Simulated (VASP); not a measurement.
**Ca: single point with PBEsol**

Crystal: Ca.

```xyz
4
Lattice="3.9575 0.0000 0.0000 -1.9788 3.4273 0.0000 0.0000 0.0000 12.8694" Properties=species:S:1:pos:R:3 pbc="T T T"
Ca    0.0000    0.0000    0.0000
Ca    0.0000    2.2849    3.2174
Ca    0.0000    0.0000    6.4347
Ca    1.9788    1.1424    9.6521
```

```json
{"Program": "VASP 6.6.1", "Task": "single point", "Functional": "PBEsol", "Potentials or basis": "VASP PAW PBE potentials, release 64 (Ca_sv)", "Cutoff": "520 eV", "k mesh": "7 × 7 × 2", "Occupations": "methfessel-paxton, width 0.05 eV", "Spin": "no spin polarisation", "Dipole correction": "no", "Further INCAR settings": "ALGO = Normal; EDIFF = 1e-07; NBANDS = 28"}
```

| Quantity | Value |
| --- | --- |
| Pressure | -1.0 GPa |
| Band gap on the k mesh | zero (band 20 reaches 1.93 eV, above the bottom of band 21 at 1.60 eV) |

Stress tensor (GPa, compression positive):
```
-1.46  0.00  0.00
 0.00 -1.46  0.00
 0.00  0.00 -0.17
```

Levels at points of the mesh, in eV from the Fermi level:
```csv
k point,band 17,band 18,band 19,band 20,band 21,band 22,band 23,band 24
"(0.00, 0.00, 0.00)",-4.05,-3.06,-3.04,-1.06,-0.24,1.32,1.35,2.10
"(0.00, 0.00, 0.50)",-3.79,-3.79,-1.97,-1.97,0.52,0.52,1.96,1.96
```

Wall time 2.2 min on 1 thread of Intel(R) Xeon(R) Platinum 8259CL CPU @ 2.50GHz (Skylake/Cascade Lake), on a shared host, peak memory 0.29 GiB.

Caveat: the PAW data sets were made with another functional, which shifts forces and pressure a little.
